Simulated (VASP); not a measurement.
## Mo3N4: single point with PBE

Mo3N4:

```
Mo N
1.0
     4.20368    0.00000    0.00000
     0.00000    4.20368    0.00000
     0.00000    0.00000    4.20368
Mo N
3 4
Cartesian
  2.1018 2.1018 0.0000
  0.0000 2.1018 2.1018
  2.1018 0.0000 2.1018
  2.1018 2.1018 2.1018
  2.1018 0.0000 0.0000
  0.0000 2.1018 0.0000
  0.0000 0.0000 2.1018
```

```yaml
Program: VASP 6.6.1
Task: single point
Functional: PBE
Potentials_or_basis: VASP PAW PBE potentials, release 64 (Mo_sv, N)
Cutoff: 520 eV
k_mesh: 8 × 8 × 8
Occupations: fermi-dirac, width 0.15 eV
Spin: no spin polarisation
```

- Pressure: 0.4 GPa
- Band gap on the k mesh: zero (bands 31 and 32 overlap by 1.83 eV)

Levels at points of the mesh, in eV from the Fermi level:
```tsv
k point	band 29	band 30	band 31	band 32	band 33	band 34
(0.00, 0.00, 0.00)	-1.48	-1.48	-1.48	-0.81	-0.81	-0.81
(0.50, 0.00, 0.00)	-2.68	-1.44	-0.24	0.09	0.09	0.37
(0.50, 0.50, 0.00)	-0.59	0.09	0.55	0.63	0.63	0.93
(0.50, 0.50, 0.50)	0.71	0.71	0.71	1.57	1.57	1.57
```

Run time: 77 s on 1 thread of Intel(R) Xeon(R) Platinum 8259CL CPU @ 2.50GHz (Skylake/Cascade Lake) (shared host), peak memory 0.22 GiB.
